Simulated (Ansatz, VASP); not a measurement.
## One calculation of SnO, two programs

```
CELL_PARAMETERS angstrom
3.81370 0.00000 0.00000
0.00000 3.81370 0.00000
0.00000 0.00000 4.88691
ATOMIC_POSITIONS crystal
Sn 0.50000 0.00000 0.76463
Sn 0.00000 0.50000 0.23537
O 0.00000 0.00000 0.00000
O 0.50000 0.50000 0.00000
```

Alike in both runs: task single point; functional b88 exchange, pbe correlation; k mesh 7 × 7 × 6; occupations fermi-dirac, width 0.05 eV; no spin polarisation.

|  | VASP | Ansatz |
| --- | --- | --- |
| version | VASP 6.6.1 | Ansatz 0.2.0 |
| potentials or method | VASP PAW PBE potentials, release 64 (Sn_d, O) | Ansatz PAW |
| plane-wave cutoff (eV) | 600 | 420 |
| valence electrons in the cell | 40 | 40 |

Ansatz gave:

* gap on the k mesh at the Fermi level (eV): 0.39
* least direct gap on the mesh (eV): 2.09
* pressure (GPa): 3.3
* traceless stress, the component that is largest in VASP (GPa): -0.60
* rms of the force components (eV/Å): 0.137

Question: Which values does VASP return?

Answer: gap on the k mesh at the Fermi level (eV): 0.40; least direct gap on the mesh (eV): 2.06; pressure (GPa): 3.5; traceless stress, the component that is largest in VASP (GPa): -0.57; rms of the force components (eV/Å): 0.171.

VASP's potentials were made for PBE, not for b88 exchange, pbe correlation. Atom by atom the forces differ by 0.033 eV/Å (rms over components).

Noted on Ansatz's run: odd divisions of the mesh miss points on the zone boundary, where band edges often lie, so the gap on the mesh can be too wide.
